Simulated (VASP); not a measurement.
Set up this calculation in VASP 6.6.1, as the native input.

- Task: relaxation of cell and atoms
- Functional: r2SCAN
- Potentials or basis: VASP PAW PBE potentials, release 64 (Ag)
- Cutoff: 600 eV
- k mesh: 20 × 20 × 20
- Occupations: gaussian, width 0.1 eV
- Spin: no spin polarisation
- Target pressure: 50 GPa
- Dipole correction: no
- Further INCAR settings: ALGO = Normal; EDIFF = 1e-06; IBRION = 2; EDIFFG = -0.008; NSW = 70; ISIF = 3

Ag:

```
Ag
1.0
    -1.50812    1.50812    1.50812
     1.50812   -1.50812    1.50812
     1.50812    1.50812   -1.50812
Ag
1
Direct
  0.00000 0.00000 0.00000
```

This isn't the form of Ag at room conditions, which is fcc.

One way to write it, as run:

POSCAR

```
Ag
1.0
   -1.5081161446      1.5081161446      1.5081161446
    1.5081161446     -1.5081161446      1.5081161446
    1.5081161446      1.5081161446     -1.5081161446
Ag
1
Direct
    0.0000000000      0.0000000000      0.0000000000
```

INCAR.step1

```
SYSTEM = Ag
  PREC = Accurate
  ENCUT = 600
  ISMEAR = 0
  SIGMA = 0.1
  LREAL = .False.
  LASPH = .True.
  NELM = 80
  GGA = PE
  ALGO = Normal
  EDIFF = 1E-4
  LWAVE = .True.
  LCHARG = .False.
```

INCAR.step2

```
SYSTEM = Ag
  PREC = Accurate
  ENCUT = 600
  EDIFF = 1E-6
  ISMEAR = 0
  SIGMA = 0.1
  LREAL = .False.
  LASPH = .True.
  NELM = 80
  ALGO = Normal
  ISIF = 3
  LWAVE = .False.
  LCHARG = .False.
  METAGGA = R2SCAN
  LMIXTAU = .True.
  IBRION = 2
  NSW = 70
  EDIFFG = -0.008
  PSTRESS = 500.0
  ISTART = 1
```

KPOINTS

```
Automatic mesh
0
Gamma
  20 20 20
  0 0 0
```

Potentials or basis: VASP PAW PBE potentials, release 64 (Ag).

Command:

```bash
$ cat potpaw_PBE.64/Ag/POTCAR > POTCAR
$ cp INCAR.step1 INCAR
$ mpirun -np 1 vasp_std > vasp.out
$ cp INCAR.step2 INCAR
$ mpirun -np 1 vasp_std > vasp.out
```

It gave:

* Relaxed volume: 13.64 Å³/atom
* Relaxed cell: a = 2.607 Å, b = 2.607 Å, c = 2.607 Å, α = 109.47°, β = 109.47°, γ = 109.47°
* Space group after relaxing (to 0.1 Å): Im-3m (No. 229)
* Energy change on relaxing (the run minimises the enthalpy): +25.9 meV/atom
* Ionic steps: 3
* Pressure after relaxing: 50.0 GPa
* Band gap on the k mesh: zero (an odd number of electrons rules out a gap without spin polarisation)

Caveat: the cell is relaxed towards a set pressure, so the run minimises the enthalpy, not the energy; the PAW data sets were made with another functional, which shifts forces and pressure a little.

Run time: 3.7 min on 1 thread of AMD EPYC 9R45 96-Core Processor (Zen 5) (shared host), peak memory 0.15 GiB.
